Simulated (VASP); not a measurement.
Runs of VASP 6.6.1 on Sn. The structure is that of space group Fd-3m (No. 227), or close to it. The cells are those of the table. 

```tsv
task	level	cell	cutoff (eV)	gap on the mesh (eV)	pressure (GPa)	relaxed volume (Å³/atom)
relaxation of cell and atoms	PBE	relaxed from a = 4.573 Å, angles 60.0°, 2 atoms	600	none	0.0	(a)
single point	PBE	a = 4.723 Å, angles 60.0°, 2 atoms	520	none	0.0	-
single point	revPBE+D3(BJ)	a = 4.648 Å, angles 60.0°, 2 atoms	520	none	0.0	-
relaxation of cell and atoms	revPBE+D3(BJ)	relaxed from a = 4.573 Å, angles 60.0°, 2 atoms	600	none	0.0	35.50
single point	PBE+D4	a = 4.656 Å, angles 60.0°, 2 atoms	520	none	0.0	-
relaxation of cell and atoms	PBE+D4	relaxed from a = 4.573 Å, angles 60.0°, 2 atoms	600	none	0.0	35.68
```

Alike in all rows: potentials or basis VASP PAW PBE potentials, release 64 (Sn_d); no spin polarisation; k mesh 7 × 7 × 7; smearing fermi-dirac 0.3 eV.

Task: Estimate the missing entries.

Result: (a) 37.22.

Caveats: spin-orbit coupling is left out, which moves the levels of the heavy elements; pairwise dispersion overbinds metals, which lowers pressure and volume (some runs); the PAW data sets were made with another functional, which shifts forces and pressure a little (some runs); the volume moved by +10 % from the deposited cell, more than functionals usually miss (some runs).

A k mesh can miss the band edges, and the runs leave out spin-orbit coupling on Sn.

A gap of «none» marks levels without a gap at the run's occupations.
